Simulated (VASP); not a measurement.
Here is a VASP 6.6.1 calculation.

The input INCAR:

```
SYSTEM = Ag
ALGO = Normal
DIPOL = 0.5 0.5 0.500
EDIFF = 1E-6
ENCUT = 520
GGA = PE
IDIPOL = 3
ISIF = 2
ISMEAR = 0
LASPH = .TRUE.
LCHARG = .FALSE.
LDIPOL = .TRUE.
LREAL = .FALSE.
LWAVE = .FALSE.
NBANDS = 48
NELM = 80
PREC = Accurate
SIGMA = 0.1
```

KPOINTS

```
k-points
0
G
  12 12 1
  0 0 0
```

POSCAR

```
Ag
1.0
    2.9355691563      0.0000000000      0.0000000000
   -1.4677845781      2.5422774639      0.0000000000
    0.0000000000      0.0000000000     29.3666405453
Ag
7
Direct
    0.0000000000      0.0000000000      0.2559902281
    0.6666666667      0.3333333333      0.3373980158
    0.3333333333      0.6666666667      0.4183465365
    0.6666666667      0.3333333333      0.5000089135
    0.3333333333      0.6666666667      0.5815127164
    0.0000000000      0.0000000000      0.6624395605
    0.3333333333      0.6666666667      0.7439940152
```

Potentials or basis: VASP PAW PBE potentials, release 64 (Ag).

Command:

```bash
$ cat potpaw_PBE.64/Ag/POTCAR > POTCAR
$ mpirun -np 1 vasp_std > vasp.out
```

Q: Predict the band gap on the k mesh.

A: Zero (an odd number of electrons rules out a gap without spin polarisation).

Q: Predict the largest force.

A: 0.004 eV/Å.

Forces on the atoms (eV/Å):
```
Ag   0.000  0.000  0.004
Ag   0.000  0.000 -0.001
Ag   0.000  0.000  0.000
Ag   0.000  0.000  0.000
Ag   0.000  0.000  0.000
Ag   0.000  0.000  0.001
Ag   0.000  0.000 -0.003
```
